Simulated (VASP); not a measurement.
# CsI (Pm-3m) in VASP: single point with PBEsol

Aim: the single point of CsI with PBEsol.

Everything below comes from runs of VASP 6.6.1. Logs are shortened: lines on timing, memory, paths and dates and some standing lists are left out, and cuts for length are marked.

## 1. The cell of the first run

Symmetry: Pm-3m, No. 221, cubic system. Conventional cell: a = 4.567 Å, b = 4.567 Å, c = 4.567 Å, α = 90.00°, β = 90.00°, γ = 90.00°. Within 5.2 Å of Cs (site symmetry m-3m) lie 8 I at 3.95 Å and 6 Cs at 4.57 Å. I (site symmetry m-3m) has 8 Cs at 3.95 Å and 6 I at 4.57 Å within 5.2 Å.

## 2. Single point, PBEsol

INCAR

```
SYSTEM = CsI
  PREC = Accurate
  ENCUT = 500
  EDIFF = 1E-6
  ISMEAR = 0
  SIGMA = 0.05
  LREAL = .False.
  LASPH = .True.
  NELM = 120
  ALGO = Normal
  ISIF = 2
  LWAVE = .False.
  LCHARG = .False.
  GGA = PS
  NBANDS = 15
  GGA_COMPAT = .False.
```

KPOINTS

```
Automatic mesh
0
Gamma
  10 10 10
  0 0 0
```

POSCAR

```
CsI
1.0
    4.5667000000      0.0000000000      0.0000000000
    0.0000000000      4.5667000000      0.0000000000
    0.0000000000      0.0000000000      4.5667000000
Cs I
1 1
Direct
    0.0000000000      0.0000000000      0.0000000000
    0.5000000000      0.5000000000      0.5000000000
```

Potentials or basis: VASP PAW PBE potentials, release 64 (Cs_sv, I).

The run is started by

```
$ cat potpaw_PBE.64/Cs_sv/POTCAR potpaw_PBE.64/I/POTCAR > POTCAR
$ mpirun -np 1 vasp_std > vasp.out
```

OUTCAR:

```text
SYSTEM = CsI
   PREC = Accurate
   ENCUT = 500
   EDIFF = 1E-6
   ISMEAR = 0
   LREAL = .False.
   LASPH = .True.
   NELM = 120
   ISIF = 2
   GGA = PS

 ion  position               nearest neighbor table
   1  0.000  0.000  0.000-
   2  0.500  0.500  0.500-

  LATTYP: Found a simple cubic cell.
 ALAT       =     4.5667000000

  Lattice vectors:

 A1 = (   4.5667000000,   0.0000000000,   0.0000000000)
 A2 = (   0.0000000000,   4.5667000000,   0.0000000000)
 A3 = (   0.0000000000,   0.0000000000,   4.5667000000)

Analysis of symmetry for initial positions (statically):
=====================================================================
 Subroutine PRICEL returns:
 Original cell was already a primitive cell.

 Routine SETGRP: Setting up the symmetry group for a
 simple cubic supercell.

 Subroutine GETGRP returns: Found 48 space group operations
 (whereof 48 operations were pure point group operations)
 out of a pool of 48 trial point group operations.

The static configuration has the point symmetry O_h .

Analysis of symmetry for dynamics (positions and initial velocities):
=====================================================================
 Subroutine PRICEL returns:
 Original cell was already a primitive cell.

 Routine SETGRP: Setting up the symmetry group for a
 simple cubic supercell.

 Subroutine GETGRP returns: Found 48 space group operations
 (whereof 48 operations were pure point group operations)
 out of a pool of 48 trial point group operations.

The dynamic configuration has the point symmetry O_h .

 Subroutine INISYM returns: Found 48 space group operations
 (whereof 48 operations are pure point group operations),
 and found     1 'primitive' translations

----------------------------------------------------------------------------------------

                                     Primitive cell

  volume of cell :      95.2374

  direct lattice vectors                    reciprocal lattice vectors
     4.566700000  0.000000000  0.000000000     0.218976504  0.000000000  0.000000000
     0.000000000  4.566700000  0.000000000     0.000000000  0.218976504  0.000000000
     0.000000000  0.000000000  4.566700000     0.000000000  0.000000000  0.218976504

  length of vectors
     4.566700000  4.566700000  4.566700000     0.218976504  0.218976504  0.218976504

  position of ions in fractional coordinates (direct lattice)
     0.000000000  0.000000000  0.000000000
     0.500000000  0.500000000  0.500000000

[... 81 lines left out ...]
   NFREE  =      0    steps in history (QN), initial steepest desc. (CG)
   ISIF   =      2    stress and relaxation
   ISYM   =      2    0-nonsym 1-usesym 2-fastsym
   POTIM  = 0.5000    time-step for ionic-motion
   TEBEG  =    0.0;   TEEND  =   0.0 temperature during run
   PSTRESS=    0.0 pullay stress
   NELECT =      16.0000    total number of electrons
   NUPDOWN=      -1.0000    fix difference up-down
   EMIN   =  10.00;   EMAX   =-10.00  energy-range for DOS
   EFERMI =   0.00;   METHOD = LEGACY
   ISMEAR =     0;   SIGMA  =   0.05  broadening in eV -4-tet -1-fermi 0-gaus
   EFERMI_NEDOS =   21; number of points for ismear=-14 and -15
   IALGO  =     38    algorithm
   IMIX   =      4    mixing-type and parameters
     AMIX     =   0.40;   BMIX     =  1.00
     AMIX_MAG =   1.60;   BMIX_MAG =  1.00
  volume/ion in A,a.u.               =      47.62       321.35
  Fermi-wavevector in a.u.,A,eV,Ry     =   0.903328  1.707043 11.102385  0.816002
  Thomas-Fermi vector in A             =   2.026641
   LORBIT       =      0    0 simple, 1 ext, 2 COOP (PROOUT), +10 PAW based schemes
   GGA     = PS    functional components
   LHFCALC =     F    Hartree Fock is set to
   AEXX    =    0.0000 exact exchange contribution
   IVDW    =     0    specifies the selected vdW correction
   LEPSILON=     F    determine dielectric tensor
   LRPA    =     F    only Hartree local field effects (RPA)
 non-spin polarized calculation
 Gauss-broadening in eV      SIGMA  =   0.05
  energy-cutoff  :      500.00
  volume of cell :       95.24
 maximum number of plane-waves:      2469
 NGX is ok and might be reduce to    36
   NGX = 17   NGY = 17   NGZ = 17

 number of electron      16.0000003 magnetization

 Free energy of the ion-electron system (eV)
  ---------------------------------------------------
  ext. energy  EPLUGINS =         0.00000000
  ---------------------------------------------------
  free energy    TOTEN  =        -5.77044271 eV

  energy without entropy =       -5.77044271  energy(sigma->0) =       -5.77044271

 E-fermi :   0.9041     XC(G=0):  -7.9525

 val. band max:        0.6982218007   @ k =   0.5000   0.5000   0.0000
 cond. band min:       4.4014447562   @ k =   0.0000   0.0000   0.0000
 fundamental gap:      3.7032229555
 Fermi energy:         0.9040578356

 k-point     1 :       0.0000    0.0000    0.0000
  band No.  band energies     occupation
      1     -19.6612      2.00000
      2      -9.9964      2.00000
      3      -6.3439      2.00000
      4      -6.3439      2.00000
      5      -6.3439      2.00000
      6       0.6075      2.00000
      7       0.6075      2.00000
      8       0.6075      2.00000
      9       4.4014      0.00000
     10       4.7780      0.00000
     11       4.7780      0.00000
     12       8.4425      0.00000
     13       8.4425      0.00000
     14       8.4425      0.00000
[... 401 lines left out ...]
      2      -9.9821      2.00000
      3      -6.4826      2.00000
      4      -6.3355      2.00000
      5      -6.3112      2.00000
      6      -0.4135      2.00000
      7       0.3806      2.00000
      8       0.4436      2.00000
      9       5.5675      0.00000
     10       6.0041      0.00000
     11       6.5043      0.00000
     12       7.8415      0.00000
     13       7.9485      0.00000
     14       8.6115      0.00000
     15       9.2384      0.00000

 [... further k-points ...]
[... 5 lines left out ...]
  --------------------------------------------------------------------------------------
  -------------------------------------------------------------------------------------
  Total       -0.2447018     -0.2447018     -0.2447018     -0.0000000     -0.0000000      0.0000000
  in kB       -4.1166161     -4.1166161     -4.1166161     -0.0000000     -0.0000000      0.0000000
  external PRESSURE =      -4.1166161 kB  Pullay stress =       0.0000000 kB

 VOLUME and BASIS-vectors are now :
 -----------------------------------------------------------------------------
  energy-cutoff  :      500.00
  volume of cell :       95.24
      direct lattice vectors                 reciprocal lattice vectors
     4.566700000  0.000000000  0.000000000     0.218976504  0.000000000  0.000000000
     0.000000000  4.566700000  0.000000000     0.000000000  0.218976504  0.000000000
     0.000000000  0.000000000  4.566700000     0.000000000  0.000000000  0.218976504

 POSITION                                       TOTAL-FORCE (eV/Angst)
 -----------------------------------------------------------------------------------
      0.00000      0.00000      0.00000         0.000000      0.000000      0.000000
      2.28335      2.28335      2.28335         0.000000      0.000000      0.000000
 -----------------------------------------------------------------------------------
    total drift:                               -0.000000      0.000000      0.000000

  FREE ENERGIE OF THE ION-ELECTRON SYSTEM (eV)
  ---------------------------------------------------
  free  energy   TOTEN  =        -5.7704427126 eV

  energy  without entropy=       -5.7704427126  energy(sigma->0) =       -5.77044271
```

OSZICAR:

```text
N       E                     dE             d eps       ncg     rms          rms(c)
DAV:   1     0.844960784966E+02    0.84496E+02   -0.59739E+03  1680   0.855E+02
DAV:   2     0.997868370567E+00   -0.83498E+02   -0.76471E+02  2406   0.140E+02
DAV:   3    -0.581773409649E+01   -0.68156E+01   -0.67909E+01  2198   0.441E+01
DAV:   4    -0.590581822068E+01   -0.88084E-01   -0.88076E-01  2192   0.618E+00
DAV:   5    -0.590673055591E+01   -0.91234E-03   -0.91232E-03  2297   0.615E-01    0.138E+00
DAV:   6    -0.579287566451E+01    0.11385E+00   -0.86112E-02  2093   0.149E+00    0.911E-01
DAV:   7    -0.576810463680E+01    0.24771E-01   -0.82787E-02  2093   0.140E+00    0.505E-01
DAV:   8    -0.577064763546E+01   -0.25430E-02   -0.10956E-02  1834   0.548E-01    0.896E-02
DAV:   9    -0.577039543559E+01    0.25220E-03   -0.65240E-04  2296   0.132E-01    0.400E-02
DAV:  10    -0.577044537902E+01   -0.49943E-04   -0.16637E-04  1785   0.662E-02    0.317E-02
DAV:  11    -0.577044206003E+01    0.33190E-05   -0.14291E-05  2149   0.178E-02    0.126E-02
DAV:  12    -0.577044271265E+01   -0.65261E-06   -0.27667E-06  1932   0.999E-03
   1 F= -.57704427E+01 E0= -.57704427E+01  d E =-.385068E-11
```

Wall time 78 s (1 thread of Intel Xeon 8259CL, shared host); peak memory 0.25 GiB.

Results:

- Free energy: -5.7704 eV
- Pressure: -0.4 GPa
- Band gap on the k mesh: 3.70 eV (least direct gap 3.79 eV)

Levels at points of the mesh, in eV from the valence-band top:
```tsv
k point	band 5	band 6	band 7	band 8	band 9	band 10	band 11	band 12
(0.00, 0.00, 0.00)	-7.04	-0.09	-0.09	-0.09	3.70	4.08	4.08	7.74
(0.50, 0.00, 0.00)	-6.98	-1.60	-0.25	-0.25	5.11	6.34	6.64	6.70
(0.50, 0.50, 0.00)	-6.94	-0.87	-0.87	0.00	4.13	4.81	6.04	6.04
(0.50, 0.50, 0.50)	-7.30	-1.34	-1.34	-1.34	7.06	7.06	7.06	7.81
```

Caveat: the PAW data sets were made with another functional, which shifts forces and pressure a little; spin-orbit coupling is left out, which moves the levels of the heavy elements. A k mesh can miss the band edges.
